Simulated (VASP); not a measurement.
# BN (F-43m) in VASP: further runs

Aim: see how the results for BN move with the level of theory and the settings. Levels: PBE, r2SCAN, HSE06, PBE0. Tasks: single point.

Everything below comes from runs of VASP 6.6.1. Logs are shortened: lines on timing, memory, paths and dates and some standing lists are left out, and cuts for length are marked.

## 1. The cell of the first run

It takes space group F-43m (No. 216, cubic). The conventional cell has a = 3.610 Å, b = 3.610 Å, c = 3.610 Å, α = 90.00°, β = 90.00°, γ = 90.00°. B (site symmetry -43m) has 4 N at 1.56 Å within 2.1 Å. Within 2.1 Å of N (site symmetry -43m) lie 4 B at 1.56 Å.

## 2. Single point, PBE

INCAR reads:

```
ALGO = Normal ; EDIFF = 1E-7
ENCUT = 520 ; GGA = PE
ISIF = 2 ; ISMEAR = 0
LASPH = T ; LCHARG = F
LREAL = F ; LWAVE = F
NBANDS = 11 ; NELM = 80
PREC = Accurate ; SIGMA = 0.01
```

KPOINTS reads:

```
k-points
0
Gamma
  8 8 8
```

POSCAR reads:

```
BN
1.0
    0.0000000000      1.8048242572      1.8048242572
    1.8048242572      0.0000000000      1.8048242572
    1.8048242572      1.8048242572      0.0000000000
B N
1 1
Direct
    0.0000000000      0.0000000000      0.0000000000
    0.7500000000      0.7500000000      0.7500000000
```

Potentials or basis: VASP PAW PBE potentials, release 64 (B, N).

Run with:

```
cat potpaw_PBE.64/B/POTCAR potpaw_PBE.64/N/POTCAR > POTCAR
mpirun -np 1 vasp_std > vasp.out
```

OUTCAR:

```text
EDIFF = 1E-7
   ENCUT = 520
   GGA = PE
   ISIF = 2
   ISMEAR = 0
   LASPH = T
   LREAL = F
   NELM = 80
   PREC = Accurate

 ion  position               nearest neighbor table
   1  0.000  0.000  0.000-   2 1.56   2 1.56   2 1.56   2 1.56
   2  0.750  0.750  0.750-   1 1.56   1 1.56   1 1.56   1 1.56

  LATTYP: Found a face centered cubic cell.
 ALAT       =     3.6096485144

  Lattice vectors:

 A1 = (   0.0000000000,   1.8048242572,   1.8048242572)
 A2 = (   1.8048242572,   0.0000000000,   1.8048242572)
 A3 = (   1.8048242572,   1.8048242572,   0.0000000000)

Analysis of symmetry for initial positions (statically):
=====================================================================
 Subroutine PRICEL returns:
 Original cell was already a primitive cell.

 Routine SETGRP: Setting up the symmetry group for a
 face centered cubic supercell.

 Subroutine GETGRP returns: Found 24 space group operations
 (whereof 24 operations were pure point group operations)
 out of a pool of 48 trial point group operations.

The static configuration has the point symmetry T_d .

Analysis of symmetry for dynamics (positions and initial velocities):
=====================================================================
 Subroutine PRICEL returns:
 Original cell was already a primitive cell.

 Routine SETGRP: Setting up the symmetry group for a
 face centered cubic supercell.

 Subroutine GETGRP returns: Found 24 space group operations
 (whereof 24 operations were pure point group operations)
 out of a pool of 48 trial point group operations.

The dynamic configuration has the point symmetry T_d .

 Subroutine INISYM returns: Found 24 space group operations
 (whereof 24 operations are pure point group operations),
 and found     1 'primitive' translations

----------------------------------------------------------------------------------------

                                     Primitive cell

  volume of cell :      11.7580

  direct lattice vectors                    reciprocal lattice vectors
     0.000000000  1.804824257  1.804824257    -0.277035284  0.277035284  0.277035284
     1.804824257  0.000000000  1.804824257     0.277035284 -0.277035284  0.277035284
     1.804824257  1.804824257  0.000000000     0.277035284  0.277035284 -0.277035284

  length of vectors
     2.552406942  2.552406942  2.552406942     0.479839187  0.479839187  0.479839187

  position of ions in fractional coordinates (direct lattice)
     0.000000000  0.000000000  0.000000000
     0.750000000  0.750000000  0.750000000

  ion indices of the primitive-cell ions
   primitive index   ion index
                 1           1
                 2           2

----------------------------------------------------------------------------------------

 KPOINTS: k-points

Automatic generation of k-mesh.
 Grid dimensions read from file:
 generate k-points for:    8    8    8

 Generating k-lattice:

  Cartesian coordinates                     Fractional coordinates (reciprocal lattice)
    -0.034629410  0.034629410  0.034629410     0.125000000  0.000000000  0.000000000
     0.034629410 -0.034629410  0.034629410     0.000000000  0.125000000  0.000000000
     0.034629410  0.034629410 -0.034629410     0.000000000  0.000000000  0.125000000

  Length of vectors
     0.059979898  0.059979898  0.059979898

  Shift w.r.t. Gamma in fractional coordinates (k-lattice)
     0.000000000  0.000000000  0.000000000

 Subroutine IBZKPT returns following result:
 ===========================================

 Found     29 irreducible k-points:

 Following reciprocal coordinates:
            Coordinates               Weight
  0.000000  0.000000  0.000000      1.000000
  0.125000  0.000000  0.000000      8.000000
  0.250000  0.000000  0.000000      8.000000
  0.375000  0.000000  0.000000      8.000000
  0.500000  0.000000  0.000000      4.000000
  0.125000  0.125000  0.000000      6.000000
[... 16 lines left out ...]
  0.500000  0.250000  0.125000     48.000000
 -0.375000  0.250000  0.125000     24.000000
 [... further k-points ...]
   k-points           NKPTS =     29   k-points in BZ     NKDIM =     29   number of bands    NBANDS=     11
   number of dos      NEDOS =    301   number of ions     NIONS =      2
   total plane-waves  NPLWV =   8000
   dimension x,y,z NGX =    20 NGY =   20 NGZ =   20
   dimension x,y,z NGXF=    40 NGYF=   40 NGZF=   40
   ions per type =               1   1
   NGX,Y,Z   is equivalent  to a cutoff of  13.03, 13.03, 13.03 a.u.
   NGXF,Y,Z  is equivalent  to a cutoff of  26.05, 26.05, 26.05 a.u.
 SYSTEM =  unknown system
   PREC   = accura    normal or accurate (medium, high low for compatibility)
   ISTART =      0    job   : 0-new  1-cont  2-samecut
   ICHARG =      2    charge: 1-file 2-atom 10-const
   ISPIN  =      1    spin polarized calculation?
   LNONCOLLINEAR =      F non collinear calculations
   LSORBIT =      F    spin-orbit coupling
   LASPH  =      T    aspherical Exc in radial PAW
   ENCUT  =  520.0 eV  38.22 Ry    6.18 a.u.   4.75  4.75  4.75*2*pi/ulx,y,z
   NELM   =     80;   NELMIN=  2; NELMDL= -5     # of ELM steps
   EDIFF  = 0.1E-06   stopping-criterion for ELM
   LREAL  =      F    real-space projection
   EDIFFG = 0.1E-05   stopping-criterion for IOM
   NSW    =      0    number of steps for IOM
   IBRION =     -1    ionic relax: 0-MD 1-quasi-New 2-CG
   NFREE  =      0    steps in history (QN), initial steepest desc. (CG)
   ISIF   =      2    stress and relaxation
   ISYM   =      2    0-nonsym 1-usesym 2-fastsym
   POTIM  = 0.5000    time-step for ionic-motion
   TEBEG  =    0.0;   TEEND  =   0.0 temperature during run
   PSTRESS=    0.0 pullay stress
   NELECT =       8.0000    total number of electrons
   NUPDOWN=      -1.0000    fix difference up-down
   EMIN   =  10.00;   EMAX   =-10.00  energy-range for DOS
   EFERMI =   0.00;   METHOD = LEGACY
   ISMEAR =     0;   SIGMA  =   0.01  broadening in eV -4-tet -1-fermi 0-gaus
   EFERMI_NEDOS =   21; number of points for ismear=-14 and -15
   IALGO  =     38    algorithm
   IMIX   =      4    mixing-type and parameters
     AMIX     =   0.40;   BMIX     =  1.00
     AMIX_MAG =   1.60;   BMIX_MAG =  1.00
  volume/ion in A,a.u.               =       5.88        39.67
  Fermi-wavevector in a.u.,A,eV,Ry     =   1.439881  2.720980 28.208375  2.073257
  Thomas-Fermi vector in A             =   2.558687
   LORBIT       =      0    0 simple, 1 ext, 2 COOP (PROOUT), +10 PAW based schemes
   GGA     = PE    functional components
   LHFCALC =     F    Hartree Fock is set to
   AEXX    =    0.0000 exact exchange contribution
   IVDW    =     0    specifies the selected vdW correction
   LEPSILON=     F    determine dielectric tensor
   LRPA    =     F    only Hartree local field effects (RPA)
 non-spin polarized calculation
 Gauss-broadening in eV      SIGMA  =   0.01
  energy-cutoff  :      520.00
  volume of cell :       11.76
 maximum number of plane-waves:       332
   NGX =  9   NGY =  9   NGZ =  9

 number of electron       7.9999999 magnetization

 Free energy of the ion-electron system (eV)
  ---------------------------------------------------
  ext. energy  EPLUGINS =         0.00000000
  ---------------------------------------------------
  free energy    TOTEN  =       -17.44803965 eV

  energy without entropy =      -17.44803965  energy(sigma->0) =      -17.44803965

 E-fermi :   7.5406     XC(G=0): -12.8439

 val. band max:        7.4579982882   @ k =   0.0000   0.0000   0.0000
 cond. band min:      11.9218798597   @ k =   0.5000   0.5000   0.0000
 fundamental gap:      4.4638815714
 Fermi energy:         7.5406261774

 k-point     1 :       0.0000    0.0000    0.0000
  band No.  band energies     occupation
      1     -12.8234      2.00000
      2       7.4580      2.00000
      3       7.4580      2.00000
      4       7.4580      2.00000
      5      16.2989      0.00000
      6      16.2989      0.00000
      7      16.2989      0.00000
      8      17.8797      0.00000
      9      32.2939      0.00000
     10      35.2804      0.00000
     11      35.2804      0.00000

 k-point     2 :       0.1250    0.0000    0.0000
  band No.  band energies     occupation
      1     -12.4430      2.00000
      2       5.5766      2.00000
      3       7.0759      2.00000
      4       7.0759      2.00000
      5      16.6804      0.00000
      6      16.8724      0.00000
      7      16.8724      0.00000
      8      19.0552      0.00000
      9      31.8239      0.00000
     10      32.1521      0.00000
     11      32.1521      0.00000

 k-point     3 :       0.2500    0.0000    0.0000
  band No.  band energies     occupation
      1     -11.3387      2.00000
      2       1.9624      2.00000
      3       6.3249      2.00000
      4       6.3249      2.00000
      5      17.1512      0.00000
      6      17.8245      0.00000
      7      17.8245      0.00000
      8      21.0878      0.00000
      9      30.9636      0.00000
     10      31.0996      0.00000
     11      31.0996      0.00000

 k-point     4 :       0.3750    0.0000    0.0000
  band No.  band energies     occupation
      1      -9.7068      2.00000
      2      -1.5018      2.00000
      3       5.7267      2.00000
      4       5.7267      2.00000
      5      17.5229      0.00000
      6      18.1861      0.00000
      7      18.1861      0.00000
      8      22.3660      0.00000
      9      30.7707      0.00000
     10      32.6411      0.00000
     11      32.6411      0.00000
[... 239 lines left out ...]
 k-point    22 :       0.3750    0.2500    0.1250
  band No.  band energies     occupation
      1     -10.3977      2.00000
      2       1.7395      2.00000
      3       3.5024      2.00000
      4       5.4280      2.00000
      5      16.0510      0.00000
      6      19.3582      0.00000
      7      20.1157      0.00000
      8      20.8270      0.00000
      9      26.9902      0.00000
     10      33.2157      0.00000
     11      34.8795      0.00000

 k-point    23 :       0.5000    0.2500    0.1250
  band No.  band energies     occupation
      1      -8.8730      2.00000
      2      -0.7929      2.00000
      3       2.6877      2.00000
      4       4.4969      2.00000
      5      16.8702      0.00000
      6      18.8643      0.00000
      7      21.2538      0.00000
      8      22.1483      0.00000
      9      27.6062      0.00000
     10      32.7473      0.00000
     11      35.0371      0.00000

 k-point    24 :      -0.3750    0.2500    0.1250
  band No.  band energies     occupation
      1      -7.8790      2.00000
      2      -2.2747      2.00000
      3       2.6162      2.00000
      4       3.9918      2.00000
      5      17.0661      0.00000
      6      18.6790      0.00000
      7      21.8900      0.00000
      8      23.2899      0.00000
      9      26.9656      0.00000
     10      33.3767      0.00000
     11      35.0202      0.00000

 [... further k-points ...]
[... 5 lines left out ...]
  --------------------------------------------------------------------------------------
  -------------------------------------------------------------------------------------
  Total        0.3686225      0.3686225      0.3686225      0.0000000     -0.0000000      0.0000000
  in kB       50.2293606     50.2293606     50.2293606      0.0000000     -0.0000000      0.0000000
  external PRESSURE =      50.2293606 kB  Pullay stress =       0.0000000 kB

 VOLUME and BASIS-vectors are now :
 -----------------------------------------------------------------------------
  energy-cutoff  :      520.00
  volume of cell :       11.76
      direct lattice vectors                 reciprocal lattice vectors
     0.000000000  1.804824257  1.804824257    -0.277035284  0.277035284  0.277035284
     1.804824257  0.000000000  1.804824257     0.277035284 -0.277035284  0.277035284
     1.804824257  1.804824257  0.000000000     0.277035284  0.277035284 -0.277035284

 POSITION                                       TOTAL-FORCE (eV/Angst)
 -----------------------------------------------------------------------------------
      0.00000      0.00000      0.00000        -0.000000     -0.000000     -0.000000
      2.70724      2.70724      2.70724         0.000000      0.000000      0.000000
 -----------------------------------------------------------------------------------
    total drift:                               -0.000000     -0.000000     -0.000000

  FREE ENERGIE OF THE ION-ELECTRON SYSTEM (eV)
  ---------------------------------------------------
  free  energy   TOTEN  =       -17.4480396525 eV

  energy  without entropy=      -17.4480396525  energy(sigma->0) =      -17.44803965
```

Wall time 2.2 s (1 thread of Intel Xeon 6975P-C (Granite Rapids), shared host); peak memory 0.11 GiB.

What came out:

```
Free energy            : -17.4480 eV
Pressure               : 5.0 GPa
Band gap on the k mesh : 4.46 eV, indirect (least direct gap 8.84 eV)
```

A k mesh can miss the band edges. A hybrid or GW would open this gap; PBE tends to underestimate it.

## 3. Single point, PBE

INCAR reads:

```
SYSTEM = BN
PREC = Accurate
ENCUT = 520
EDIFF = 1E-6
ISMEAR = 0
SIGMA = 0.01
LREAL = .FALSE.
LASPH = .TRUE.
NELM = 80
ALGO = Normal
ISIF = 2
LWAVE = .FALSE.
LCHARG = .FALSE.
GGA = PE
NBANDS = 11
```

KPOINTS reads:

```
Automatic mesh
0
G
  8 8 8
  0 0 0
```

POSCAR is that of step 2.

Potentials or basis: VASP PAW PBE potentials, release 64 (B, N).

Run with:

```
cat potpaw_PBE.64/B/POTCAR potpaw_PBE.64/N/POTCAR > POTCAR
mpirun -np 1 vasp_std > vasp.out
```

OUTCAR:

```text
SYSTEM = BN
   PREC = Accurate
   ENCUT = 520
   EDIFF = 1E-6
   ISMEAR = 0
   LREAL = .FALSE.
   LASPH = .TRUE.
   NELM = 80
   ISIF = 2
   GGA = PE

 ion  position               nearest neighbor table
   1  0.000  0.000  0.000-   2 1.56   2 1.56   2 1.56   2 1.56
   2  0.750  0.750  0.750-   1 1.56   1 1.56   1 1.56   1 1.56

  LATTYP: Found a face centered cubic cell.
 ALAT       =     3.6096485144

  Lattice vectors:

 A1 = (   0.0000000000,   1.8048242572,   1.8048242572)
 A2 = (   1.8048242572,   0.0000000000,   1.8048242572)
 A3 = (   1.8048242572,   1.8048242572,   0.0000000000)

Analysis of symmetry for initial positions (statically):
=====================================================================
 Subroutine PRICEL returns:
 Original cell was already a primitive cell.

 Routine SETGRP: Setting up the symmetry group for a
 face centered cubic supercell.

 Subroutine GETGRP returns: Found 24 space group operations
 (whereof 24 operations were pure point group operations)
 out of a pool of 48 trial point group operations.

The static configuration has the point symmetry T_d .

Analysis of symmetry for dynamics (positions and initial velocities):
=====================================================================
 Subroutine PRICEL returns:
 Original cell was already a primitive cell.

 Routine SETGRP: Setting up the symmetry group for a
 face centered cubic supercell.

 Subroutine GETGRP returns: Found 24 space group operations
 (whereof 24 operations were pure point group operations)
 out of a pool of 48 trial point group operations.

The dynamic configuration has the point symmetry T_d .

 Subroutine INISYM returns: Found 24 space group operations
 (whereof 24 operations are pure point group operations),
 and found     1 'primitive' translations

----------------------------------------------------------------------------------------

                                     Primitive cell

  volume of cell :      11.7580

  direct lattice vectors                    reciprocal lattice vectors
[... 112 lines left out ...]
   GGA     = PE    functional components
   LHFCALC =     F    Hartree Fock is set to
   AEXX    =    0.0000 exact exchange contribution
   IVDW    =     0    specifies the selected vdW correction
   LEPSILON=     F    determine dielectric tensor
   LRPA    =     F    only Hartree local field effects (RPA)
 non-spin polarized calculation
 Gauss-broadening in eV      SIGMA  =   0.01
  energy-cutoff  :      520.00
  volume of cell :       11.76
 maximum number of plane-waves:       332
   NGX =  9   NGY =  9   NGZ =  9

 number of electron       7.9999999 magnetization

 Free energy of the ion-electron system (eV)
  ---------------------------------------------------
  ext. energy  EPLUGINS =         0.00000000
  ---------------------------------------------------
  free energy    TOTEN  =       -17.44803965 eV

  energy without entropy =      -17.44803965  energy(sigma->0) =      -17.44803965

 E-fermi :   7.5406     XC(G=0): -12.8440

 val. band max:        7.4579868554   @ k =   0.0000   0.0000   0.0000
 cond. band min:      11.9218479730   @ k =   0.5000   0.5000   0.0000
 fundamental gap:      4.4638611176
 Fermi energy:         7.5406223872

 k-point     1 :       0.0000    0.0000    0.0000
  band No.  band energies     occupation
      1     -12.8234      2.00000
      2       7.4580      2.00000
      3       7.4580      2.00000
      4       7.4580      2.00000
      5      16.2989      0.00000
      6      16.2989      0.00000
      7      16.2989      0.00000
      8      17.8797      0.00000
      9      32.2938      0.00000
     10      35.2805      0.00000
     11      35.2805      0.00000
[... 309 lines left out ...]
 k-point    24 :      -0.3750    0.2500    0.1250
  band No.  band energies     occupation
      1      -7.8790      2.00000
      2      -2.2747      2.00000
      3       2.6162      2.00000
      4       3.9918      2.00000
      5      17.0661      0.00000
      6      18.6790      0.00000
      7      21.8900      0.00000
      8      23.2899      0.00000
      9      26.9655      0.00000
     10      33.3767      0.00000
     11      35.0202      0.00000

 [... further k-points ...]
[... 5 lines left out ...]
  --------------------------------------------------------------------------------------
  -------------------------------------------------------------------------------------
  Total        0.3691251      0.3691251      0.3691251      0.0000000      0.0000000      0.0000000
  in kB       50.2978540     50.2978540     50.2978540      0.0000000      0.0000000      0.0000000
  external PRESSURE =      50.2978540 kB  Pullay stress =       0.0000000 kB

 VOLUME and BASIS-vectors are now :
 -----------------------------------------------------------------------------
  energy-cutoff  :      520.00
  volume of cell :       11.76
      direct lattice vectors                 reciprocal lattice vectors
     0.000000000  1.804824257  1.804824257    -0.277035284  0.277035284  0.277035284
     1.804824257  0.000000000  1.804824257     0.277035284 -0.277035284  0.277035284
     1.804824257  1.804824257  0.000000000     0.277035284  0.277035284 -0.277035284

 POSITION                                       TOTAL-FORCE (eV/Angst)
 -----------------------------------------------------------------------------------
      0.00000      0.00000      0.00000        -0.000000     -0.000000     -0.000000
      2.70724      2.70724      2.70724         0.000000      0.000000      0.000000
 -----------------------------------------------------------------------------------
    total drift:                               -0.000000     -0.000000     -0.000000

  FREE ENERGIE OF THE ION-ELECTRON SYSTEM (eV)
  ---------------------------------------------------
  free  energy   TOTEN  =       -17.4480396523 eV

  energy  without entropy=      -17.4480396523  energy(sigma->0) =      -17.44803965
```

It took 2 s on 1 thread of Intel Xeon 6975P-C (Granite Rapids), shared host; peak memory 0.11 GiB.

Results:

```
Free energy            : -17.4480 eV
Pressure               : 5.0 GPa
Band gap on the k mesh : 4.46 eV, indirect (least direct gap 8.84 eV)
```

Levels at points of the mesh, in eV from the valence-band top:
| k point | band 1 | band 2 | band 3 | band 4 | band 5 | band 6 | band 7 | band 8 |
| --- | --- | --- | --- | --- | --- | --- | --- | --- |
| (0.00, 0.00, 0.00) | -20.28 | 0.00 | 0.00 | 0.00 | 8.84 | 8.84 | 8.84 | 10.42 |
| (0.50, 0.00, 0.00) | -16.04 | -10.73 | -1.95 | -1.95 | 10.20 | 10.73 | 10.73 | 15.30 |
| (0.50, 0.50, 0.00) | -14.67 | -8.94 | -4.93 | -4.93 | 4.46 | 9.26 | 17.99 | 17.99 |

(Part 1 of 2 ends here.)
